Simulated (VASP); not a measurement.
A run of VASP 6.6.1 is set up as follows.

INCAR

```
SYSTEM = BiS
PREC = Accurate ; ENCUT = 600
EDIFF = 1E-7 ; ISMEAR = 0
SIGMA = 0.1 ; LREAL = .False.
LASPH = .True. ; NELM = 60
ALGO = Normal ; ISIF = 3
LWAVE = .False. ; LCHARG = .False.
GGA = PE ; IBRION = 2
NSW = 90 ; EDIFFG = -0.04
```

KPOINTS

```
Automatic mesh
0
Gamma
  6 6 4
  0 0 0
```

File POSCAR:

```
BiS
1.0
    4.9848197800      0.0000000000      0.0000000000
   -2.4924098900      4.3169805600      0.0000000000
    0.0000000000      0.0000000000      5.0922589700
Bi S
1 1
Direct
    0.0000000000      0.0000000000      0.0000000000
    0.0000000000      0.0000000000      0.5000000000
```

Potentials or basis: VASP PAW PBE potentials, release 64 (Bi_d, S).

Run with:

```console
$ cat potpaw_PBE.64/Bi_d/POTCAR potpaw_PBE.64/S/POTCAR > POTCAR
$ mpirun -np 1 vasp_std > vasp.out
```

Task: What does it give for the relaxed cell?

Result: a = 3.442 Å, b = 3.442 Å, c = 5.432 Å, α = 90.00°, β = 90.00°, γ = 120.00°.

Task: Predict the space group after relaxing (to 0.1 Å).

Result: P6/mmm (No. 191).

Task: Estimate the relaxed volume.

Result: 27.86 Å³/atom.

Task: Predict the band gap on the k mesh.

Result: Zero (an odd number of electrons rules out a gap without spin polarisation).

Final structure:
```
CELL_PARAMETERS angstrom
3.44181 0.00000 0.00000
-1.72091 2.98070 0.00000
0.00000 0.00000 5.43175
ATOMIC_POSITIONS crystal
Bi 0.00000 0.00000 0.00000
S 0.00000 0.00000 0.50000
```

Caveat: the volume moved by over 15 % at a fixed basis, so the end points are rough; spin-orbit coupling is left out, which moves the levels of the heavy elements.
